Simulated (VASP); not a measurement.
Here is a VASP 6.6.1 calculation.

The input INCAR:

```
SYSTEM = SnTe
PREC     = Accurate       ! precision mode
ENCUT    = 600            ! plane-wave cutoff, eV
EDIFF    = 1E-7           ! SCF threshold, eV
ISMEAR   = -1             ! smearing method
SIGMA    = 0.05           ! smearing width, eV
LREAL    = .False.        ! projectors in reciprocal space
LASPH    = .True.         ! aspherical terms in the spheres
NELM     = 100            ! most SCF steps
ALGO     = Normal         ! electronic algorithm
ISIF     = 3              ! what is computed and relaxed
LWAVE    = .False.        ! write WAVECAR
LCHARG   = .False.        ! write CHGCAR
GGA      = RE             ! functional
IVDW     = 12             ! dispersion correction
IBRION   = 2              ! ionic algorithm
NSW      = 60             ! ionic steps
EDIFFG   = -0.01          ! ionic threshold
```

Contents of KPOINTS:

```
Automatic mesh
0
Gamma
  7 7 7
  0 0 0
```

The input POSCAR:

```
SnTe
1.0
    0.0000000000      3.1508500000      3.1508500000
    3.1508500000      0.0000000000      3.1508500000
    3.1508500000      3.1508500000      0.0000000000
Te Sn
1 1
Direct
    0.5000000000      0.5000000000      0.5000000000
    0.0000000000      0.0000000000      0.0000000000
```

Potentials or basis: VASP PAW PBE potentials, release 64 (Te, Sn_d).

Run with:

```console
$ cat potpaw_PBE.64/Te/POTCAR potpaw_PBE.64/Sn_d/POTCAR > POTCAR
$ mpirun -np 1 vasp_std > vasp.out
```

(1) Predict the space group after relaxing (to 0.05 Å).

(2) Estimate the dispersion energy per atom.

Answers

(1) Fm-3m (No. 225).

(2) -0.766 eV.
